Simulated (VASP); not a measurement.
# MgO (Amm2) in VASP: a series of runs, part 2 of 2

VASP 6.6.1. Earlier steps stand in the parts before.

### Step 3. Single point, PBE (strain -0.0450 x Voigt [1, -1, 0, 0, 0, 0])

File INCAR:

```
SYSTEM = MgO
ALGO = Normal ; EDIFF = 1E-7
ENCUT = 520 ; GGA = PE
ISIF = 2 ; ISMEAR = 0
LASPH = .TRUE. ; LCHARG = .TRUE.
LELF = .TRUE. ; LREAL = .FALSE.
LVHAR = .TRUE. ; LWAVE = .FALSE.
NBANDS = 11 ; NELM = 100
PREC = Accurate ; SIGMA = 0.05
```

File KPOINTS:

```
k-points
0
G
  12 12 8
  0 0 0
```

File POSCAR:

```
MgO
1.0
    2.8055268745      0.0000000000      0.0000000000
   -1.4027634373      2.6586305066      0.0000000000
    0.0000000000      0.0000000000      2.6797873418
Mg O
1 1
Direct
    0.0000000000      0.0000000000      0.0000000000
    0.3333333333      0.6666666667      0.5000000000
```

Potentials or basis: VASP PAW PBE potentials, release 64 (Mg, O).

Run with:

```console
cat potpaw_PBE.64/Mg/POTCAR potpaw_PBE.64/O/POTCAR > POTCAR
mpirun -np 1 vasp_std > vasp.out
```

OUTCAR:

```text
SYSTEM = MgO
   EDIFF = 1E-7
   ENCUT = 520
   GGA = PE
   ISIF = 2
   ISMEAR = 0
   LASPH = .TRUE.
   LREAL = .FALSE.
   NELM = 100
   PREC = Accurate

 ion  position               nearest neighbor table
   1  0.000  0.000  0.000-   2 2.13   2 2.13   2 2.13   2 2.13   2 2.22   2 2.22
   2  0.333  0.667  0.500-   1 2.13   1 2.13   1 2.13   1 2.13   1 2.22   1 2.22

  LATTYP: Found a base centered orthorhombic cell.
 ALAT       =     2.8055268745
 B/A-ratio  =     1.8952807266
 C/A-ratio  =     0.9551814906

  Lattice vectors:

 A1 = (   1.4027634373,  -2.6586305066,   0.0000000000)
 A2 = (   1.4027634372,   2.6586305066,   0.0000000000)
 A3 = (   0.0000000000,   0.0000000000,   2.6797873418)

Analysis of symmetry for initial positions (statically):
=====================================================================
 Subroutine PRICEL returns:
 Original cell was already a primitive cell.

 Routine SETGRP: Setting up the symmetry group for a
 base centered orthorhombic supercell.

 Subroutine GETGRP returns: Found  4 space group operations
 (whereof  4 operations were pure point group operations)
 out of a pool of  8 trial point group operations.

[... 175 lines left out ...]
      4       3.0270      2.00000
      5       6.2702      0.00000
      6      15.1159      0.00000
      7      18.1411      0.00000
      8      20.0445      0.00000
      9      23.1923      0.00000
     10      24.1285      0.00000
     11      24.8464      0.00000
[... 309 lines left out ...]
 k-point    24 :       0.4167    0.1667    0.0000
  band No.  band energies     occupation
      1     -12.9505      2.00000
      2      -1.1472      2.00000
      3       0.9268      2.00000
      4       3.3275      2.00000
      5      10.6325      0.00000
      6      14.0849      0.00000
      7      16.0427      0.00000
      8      21.2971      0.00000
      9      22.5990      0.00000
     10      25.0827      0.00000
     11      25.5072      0.00000

 [... further k-points ...]

------------------------ aborting loop because EDIFF is reached ----------------------------------------

  FORCE on cell =-STRESS in cart. coord.  units (eV):
  Direction    XX          YY          ZZ          XY          YZ          ZX
  --------------------------------------------------------------------------------------
  -------------------------------------------------------------------------------------
  Total        1.5395274     -1.4282770     -0.0307387      0.0000000      0.0000000      0.0000000
  in kB      123.4028678   -114.4854455     -2.4638983      0.0000000      0.0000000      0.0000000
  external PRESSURE =       2.1511747 kB  Pullay stress =       0.0000000 kB

 VOLUME and BASIS-vectors are now :
 -----------------------------------------------------------------------------
  energy-cutoff  :      520.00
  volume of cell :       19.99
      direct lattice vectors                 reciprocal lattice vectors
     2.805526874  0.000000000  0.000000000     0.356439287  0.188066750  0.000000000
    -1.402763437  2.658630507  0.000000000     0.000000000  0.376133501  0.000000000
     0.000000000  0.000000000  2.679787342     0.000000000  0.000000000  0.373163939

 POSITION                                       TOTAL-FORCE (eV/Angst)
 -----------------------------------------------------------------------------------
      0.00000      0.00000      0.00000         0.000000     -0.044240      0.000000
     -0.00000      1.77242      1.33989        -0.000000      0.044240      0.000000
 -----------------------------------------------------------------------------------
    total drift:                                0.000000     -0.000008     -0.000000

  FREE ENERGIE OF THE ION-ELECTRON SYSTEM (eV)
  ---------------------------------------------------
  free  energy   TOTEN  =       -11.1657344889 eV

  energy  without entropy=      -11.1657344889  energy(sigma->0) =      -11.16573449
```

Run time: 41 s. Hardware: 1 thread of Intel Xeon 8259CL, shared host; peak memory 0.17 GiB.

Results:

| Item | Value |
| --- | --- |
| Free energy | -11.1657 eV |
| Pressure | 0.2 GPa |
| Largest force | 0.044 eV/Å |
| Band gap on the k mesh | 2.79 eV (least direct gap 3.24 eV) |

Forces on the atoms (eV/Å):
```
Mg   0.000 -0.044  0.000
O    0.000  0.044  0.000
```

Stress tensor (GPa, compression positive):
```
 12.34   0.00   0.00
  0.00 -11.45   0.00
  0.00   0.00  -0.25
```

Levels at points of the mesh, in eV from the valence-band top:
| k point | band 2 | band 3 | band 4 | band 5 | band 6 | band 7 |
| --- | --- | --- | --- | --- | --- | --- |
| (0.00, 0.00, 0.00) | -1.02 | -0.56 | -0.45 | 2.79 | 11.64 | 14.66 |
| (0.50, 0.00, 0.00) | -4.93 | -1.68 | -0.16 | 6.16 | 10.57 | 13.01 |
| (0.00, 0.50, 0.00) | -5.23 | -0.95 | -0.27 | 7.00 | 9.95 | 12.89 |
| (0.00, 0.00, 0.50) | -5.50 | -0.45 | 0.00 | 8.03 | 8.80 | 16.30 |
| (0.50, 0.00, 0.50) | -3.77 | -3.46 | -1.16 | 5.91 | 10.83 | 13.68 |
| (0.00, 0.50, 0.50) | -4.02 | -3.59 | -0.53 | 5.20 | 12.26 | 13.97 |

Caveat: the cell differs from its parent crystal (strain -0.0450 x Voigt [1, -1, 0, 0, 0, 0]). A k mesh can miss the band edges.

### Step 4. Single point, PBE (strain +0.0525 x Voigt [1, -1, 0, 0, 0, 0])

File INCAR:

```
PREC     = Accurate       # precision mode
ENCUT    = 520            # plane-wave cutoff, eV
EDIFF    = 1E-6           # SCF threshold, eV
ISMEAR   = 0              # smearing method
SIGMA    = 0.05           # smearing width, eV
LREAL    = False          # projectors in reciprocal space
LASPH    = True           # aspherical terms in the spheres
NELM     = 100            # most SCF steps
ALGO     = Normal         # electronic algorithm
ISIF     = 2              # what is computed and relaxed
LWAVE    = False          # write WAVECAR
LCHARG   = True           # write CHGCAR
GGA      = PE             # functional
LELF     = True           # ELF
LVHAR    = True         
NBANDS   = 11             # bands
```

File KPOINTS:

```
regular mesh
0
Gamma
  12 12 8
```

File POSCAR:

```
MgO
1.0
    3.0919550109      0.0000000000      0.0000000000
   -1.5459775055      2.4105764641      0.0000000000
    0.0000000000      0.0000000000      2.6797873418
Mg O
1 1
Direct
    0.0000000000      0.0000000000      0.0000000000
    0.3333333333      0.6666666667      0.5000000000
```

Run with:

```console
cat potpaw_PBE.64/Mg/POTCAR potpaw_PBE.64/O/POTCAR > POTCAR
mpirun -np 1 vasp_std > vasp.out
```

Run time: 46 s. Hardware: 1 thread of Intel Xeon 8259CL, shared host; peak memory 0.17 GiB.

It converged, with:

| Quantity | Value |
| --- | --- |
| Free energy | -11.1554 eV |
| Pressure | 0.5 GPa |
| Largest force | 0.082 eV/Å |
| Band gap on the k mesh | 2.85 eV (least direct gap 3.30 eV) |

Forces in eV/Å, atoms in the order of the input:
```
Mg   0.000 -0.082  0.000
O    0.000  0.082  0.000
```

Stress tensor (GPa, compression positive):
```
-10.19   0.00   0.00
  0.00  11.60   0.00
  0.00   0.00   0.02
```

Levels at points of the mesh, in eV from the valence-band top:
| k point | band 1 | band 2 | band 3 | band 4 | band 5 | band 6 | band 7 | band 8 |
| --- | --- | --- | --- | --- | --- | --- | --- | --- |
| (0.00, 0.00, 0.00) | -17.54 | -0.91 | -0.51 | -0.45 | 2.85 | 11.73 | 14.42 | 16.96 |
| (0.50, 0.00, 0.00) | -16.56 | -5.09 | -1.10 | -0.18 | 6.84 | 10.15 | 12.95 | 18.37 |
| (0.00, 0.50, 0.00) | -16.34 | -4.75 | -1.95 | -0.08 | 5.84 | 11.00 | 13.21 | 16.53 |
| (0.00, 0.00, 0.50) | -16.47 | -5.45 | -0.34 | 0.00 | 8.09 | 8.85 | 16.27 | 17.55 |
| (0.50, 0.00, 0.50) | -15.80 | -3.88 | -3.51 | -0.65 | 5.48 | 11.92 | 13.96 | 14.21 |
| (0.00, 0.50, 0.50) | -15.61 | -3.62 | -3.34 | -1.37 | 6.24 | 10.31 | 13.40 | 13.67 |

Caveat: the cell differs from its parent crystal (strain +0.0525 x Voigt [1, -1, 0, 0, 0, 0]). A k mesh can miss the band edges.

### Step 5. Overview

```csv
cell,gap on the mesh (eV),pressure (GPa),largest force (eV/Å)
"a = 3.114, b = 2.854, c = 2.680 Å, angles 90.0, 90.0, 123.1°, 2 atoms",2.82,0.8,0.11
"a = 2.806, b = 3.006, c = 2.680 Å, angles 90.0, 90.0, 117.8°, 2 atoms",2.79,0.2,0.04
"a = 3.092, b = 2.864, c = 2.680 Å, angles 90.0, 90.0, 122.7°, 2 atoms",2.85,0.5,0.08
```

Alike in all rows: task single point; level PBE; potentials or basis VASP PAW PBE potentials, release 64 (Mg, O); no spin polarisation; k mesh 12 × 12 × 8; cutoff (eV) 520; smearing gaussian 0.05 eV.

Total energies depend on the potentials used, so only differences within one code and one set of settings carry meaning.
